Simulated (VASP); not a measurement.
Write the native input for VASP 6.6.1 that does the following.

```yaml
Task: single point
Functional: PBE
Potentials_or_basis: VASP PAW PBE potentials, release 64 (Ir)
Cutoff: 520 eV
k_mesh: 20 × 20 × 20
Occupations: gaussian, width 0.05 eV
Spin: no spin polarisation
Dipole_correction: no
Further_INCAR_settings: ALGO = Fast; EDIFF = 1e-06; NBANDS = 10
```

The structure of Ir lies in POSCAR:

```
Ir
1.0
   -1.5239058711      1.5239058711      1.5239058711
    1.5239058711     -1.5239058711      1.5239058711
    1.5239058711      1.5239058711     -1.5239058711
Ir
1
Direct
    0.0000000000      0.0000000000      0.0000000000
```

These files were run (other wordings do the same):

INCAR

```
PREC = Accurate
ENCUT = 520
EDIFF = 1E-6
ISMEAR = 0
SIGMA = 0.05
LREAL = F
LASPH = T
NELM = 60
ALGO = Fast
ISIF = 2
LWAVE = F
LCHARG = T
GGA = PE
LELF = T
LVHAR = T
NBANDS = 10
```

KPOINTS

```
Automatic mesh
0
Gamma
  20 20 20
```

Potentials or basis: VASP PAW PBE potentials, release 64 (Ir).

Command:

```console
$ cat potpaw_PBE.64/Ir/POTCAR > POTCAR
$ mpirun -np 1 vasp_std > vasp.out
```

It gave:

```
Pressure : 22.6 GPa
```

It took 29 s on 1 thread of Intel(R) Xeon(R) Platinum 8259CL CPU @ 2.50GHz (Skylake/Cascade Lake), with other jobs on the host, peak memory 0.16 GiB.
